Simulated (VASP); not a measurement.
Set up this calculation in VASP 6.6.1, as the native input.

```yaml
Task: electric field gradients
Functional: r2SCAN
Potentials_or_basis: VASP PAW PBE potentials, release 64 (Cu)
Cutoff: 520 eV
k_mesh: 18 × 18 × 18
Occupations: fermi-dirac, width 0.05 eV
Spin: no spin polarisation
Dipole_correction: no
Further_INCAR_settings: ALGO = Normal; EDIFF = 1e-08; NBANDS = 12
```

The system is Cu.

```
Cu
1.0
    -1.47109    1.47109    1.40307
     1.47109   -1.47109    1.40307
     1.47109    1.47109   -1.40307
Cu
1
Direct
  0.00000 0.00000 0.00000
```

This cell differs from its parent crystal: volume scaled by 1.06.

These files were run (other wordings do the same):

POSCAR

```
Cu
1.0
   -1.4710905692      1.4710905692      1.4030702911
    1.4710905692     -1.4710905692      1.4030702911
    1.4710905692      1.4710905692     -1.4030702911
Cu
1
Direct
    0.0000000000      0.0000000000      0.0000000000
```

INCAR.step1

```
PREC = Accurate
ENCUT = 520
ISMEAR = -1
SIGMA = 0.05
LREAL = False
LASPH = True
NELM = 80
NBANDS = 12
GGA = PE
ALGO = Normal
EDIFF = 1E-4
LWAVE = True
LCHARG = False
```

INCAR.step2

```
PREC = Accurate
ENCUT = 520
EDIFF = 1E-8
ISMEAR = -1
SIGMA = 0.05
LREAL = False
LASPH = True
NELM = 80
ALGO = Normal
ISIF = 2
LWAVE = False
LCHARG = False
METAGGA = R2SCAN
LMIXTAU = True
LEFG = True
NBANDS = 12
ISTART = 1
```

KPOINTS

```
regular mesh
0
Gamma
  18 18 18
```

Potentials or basis: VASP PAW PBE potentials, release 64 (Cu).

The run is started by

```bash
$ cat potpaw_PBE.64/Cu/POTCAR > POTCAR
$ cp INCAR.step1 INCAR
$ mpirun -np 1 vasp_std > vasp.out
$ cp INCAR.step2 INCAR
$ mpirun -np 1 vasp_std > vasp.out
```

It gave:

```yaml
Pressure: -7.2 GPa
```

Caveat: without QUAD_EFG the Cq values of the log hold for a quadrupole moment of 1 mb, not for the nuclei; the PAW data sets were made with another functional, which shifts forces and pressure a little.

Wall time 3.2 min on 1 thread of Intel(R) Xeon(R) Platinum 8488C (Sapphire Rapids), with other jobs on the host, peak memory 0.18 GiB.
